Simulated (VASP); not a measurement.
A run of VASP 6.6.1 is set up as follows.

The input POSCAR:

```
Ag
1.0
   -1.4541613943      1.6618987364      1.6618987364
    1.6618987364     -1.4541613943      1.6618987364
    1.6618987364      1.6618987364     -1.4541613943
Ag
1
Direct
    0.0000000000      0.0000000000      0.0000000000
```

The input INCAR.step1:

```
ALGO = Normal
EDIFF = 1E-4
ENCUT = 520
GGA = PE
ISMEAR = 0
LASPH = True
LCHARG = False
LREAL = False
LWAVE = True
NBANDS = 12
NELM = 60
PREC = Accurate
SIGMA = 0.15
```

File INCAR.step2:

```
ALGO = Normal
EDIFF = 1E-6
ENCUT = 520
ISIF = 2
ISMEAR = 0
ISTART = 1
LASPH = True
LCHARG = False
LMIXTAU = True
LREAL = False
LWAVE = False
METAGGA = R2SCAN
NBANDS = 12
NELM = 60
PREC = Accurate
SIGMA = 0.15
```

The input KPOINTS:

```
k-points
0
Gamma
  22 22 22
```

Potentials or basis: VASP PAW PBE potentials, release 64 (Ag).

Command:

```sh
$ cat potpaw_PBE.64/Ag/POTCAR > POTCAR
$ cp INCAR.step1 INCAR
$ mpirun -np 1 vasp_std > vasp.out
$ cp INCAR.step2 INCAR
$ mpirun -np 1 vasp_std > vasp.out
```

Problem. Estimate the band gap on the k mesh.

Solution. Zero (an odd number of electrons rules out a gap without spin polarisation).

Problem. Predict the pressure.

Solution. -0.7 GPa.

Stress tensor (GPa, compression positive):
```
-0.73 -3.08 -3.08
-3.08 -0.73 -3.08
-3.08 -3.08 -0.73
```

Caveat: the PAW data sets were made with another functional, which shifts forces and pressure a little.
